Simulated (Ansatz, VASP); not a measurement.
# Two plane-wave programs on C

```
C
1.0
     0.00000    2.36810    3.28952
     1.19347    0.00000    3.28952
     1.19347    2.36810    0.00000
C
2
Direct
  0.16670 0.83330 0.16670
  0.83330 0.16670 0.83330
```

Change from the starting cell: volume 9.297 Å^3 an atom, stretch along b over the lengths across it, relative to the relaxed cell 1.1462.

Alike in both runs: task single point; functional PBE; dispersion D3(BJ); k mesh 18 × 18 × 18; occupations gaussian, width 0.03 eV; no spin polarisation.

|  | VASP | Ansatz |
| --- | --- | --- |
| version | VASP 6.6.1 | Ansatz 0.2.0 |
| potentials or method | VASP PAW PBE potentials, release 64 (C), cutoff 520 eV | scalar-relativistic, plane waves, PAW |
| valence electrons in the cell | 8 | 8 |

|  | VASP | Ansatz | Ansatz less VASP |
| --- | --- | --- | --- |
| gap on the k mesh at the Fermi level (eV) | 0.30 | 0.29 | -0.002 |
| least direct gap on the mesh (eV) | 0.57 | 0.56 | -0.003 |
| pressure (GPa) | -21.9 | -22.3 | -0.36 |
| traceless stress, the component that is largest in VASP (GPa) | -64.89 | -64.93 | -0.040 |
| rms of the force components (eV/Å) | 0.023 | 0.043 | +0.0206 |

Atom by atom the forces differ by 0.021 eV/Å (rms over components).
